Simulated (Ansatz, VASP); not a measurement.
**Two plane-wave programs on SiO2**

File INCAR:

```
ALGO = Normal
EDIFF = 1E-7
ENCUT = 520
GGA = PE
ISIF = 2
ISMEAR = 0
LASPH = True
LCHARG = False
LREAL = False
LWAVE = False
NBANDS = 34
NELM = 60
PREC = Accurate
SIGMA = 0.05
```

The input KPOINTS:

```
k-points
0
Gamma
  6 6 4
```

Contents of POSCAR:

```
SiO2
1.0
    5.3090919008      0.0000000000      0.0000000000
   -2.6545459504      4.5978084571      0.0000000000
    0.0000000000      0.0000000000      5.3612984877
Si O
3 6
Direct
    0.5000000000      0.0000000000      0.0000000000
    0.5000000000      0.5000000000      0.3333333333
    0.0000000000      0.5000000000      0.6666666667
    0.4159266453      0.2079633227      0.1666666667
    0.2079633227      0.4159266453      0.5000000000
    0.7920366773      0.2079633227      0.8333333333
    0.5840733547      0.7920366773      0.1666666667
    0.7920366773      0.5840733547      0.5000000000
    0.2079633227      0.7920366773      0.8333333333
```

Input for Ansatz:

```yaml
crystal:
  lattice:
    - [5.3090919008, 0.0, 0.0]
    - [-2.6545459504, 4.5978084571, 0.0]
    - [0.0, 0.0, 5.3612984877]
  atoms:
    - { symbol: Si, position: [0.5, 0.0, 0.0] }
    - { symbol: Si, position: [0.5, 0.5, 0.3333333333] }
    - { symbol: Si, position: [0.0, 0.5, 0.6666666667] }
    - { symbol: O, position: [0.4159266453, 0.2079633227, 0.1666666667] }
    - { symbol: O, position: [0.2079633227, 0.4159266453, 0.5] }
    - { symbol: O, position: [0.7920366773, 0.2079633227, 0.8333333333] }
    - { symbol: O, position: [0.5840733547, 0.7920366773, 0.1666666667] }
    - { symbol: O, position: [0.7920366773, 0.5840733547, 0.5] }
    - { symbol: O, position: [0.2079633227, 0.7920366773, 0.8333333333] }
basis:
  ecutwfc: 420
kpoints:
  mp_grid: { grid: [6, 6, 4] }
hamiltonian:
  xc: pbe
scf:
  occupations: { method: gaussian, width: 0.05 }
output:
  forces: true
  stress: true
  eigenvalues: true
```

Change from the starting cell: strain +0.040 along x and y, -0.040 along z, atoms carried along.

Alike in both runs: task single point; functional PBE; k mesh 6 × 6 × 4; occupations gaussian, width 0.05 eV; no spin polarisation.

|  | VASP | Ansatz |
| --- | --- | --- |
| version | VASP 6.6.1 | Ansatz 0.2.0 |
| potentials or method | VASP PAW PBE potentials, release 64 (Si, O), cutoff 520 eV | scalar-relativistic, plane waves, PAW |
| valence electrons in the cell | 48 | 48 |

Ansatz gave:

* gap on the k mesh at the Fermi level (eV): 5.21
* least direct gap on the mesh (eV): 5.56
* pressure (GPa): -6.4
* traceless stress, the component that is largest in VASP (GPa): 3.70
* rms of the force components (eV/Å): 0.162

**Question.** Which values does VASP return?

**Answer.** gap on the k mesh at the Fermi level (eV): 5.20; least direct gap on the mesh (eV): 5.56; pressure (GPa): -6.4; traceless stress, the component that is largest in VASP (GPa): 3.72; rms of the force components (eV/Å): 0.169.

Atom by atom the forces differ by 0.006 eV/Å (rms over components). The functional is the same, so the differences come from potentials, cutoffs and numerics.
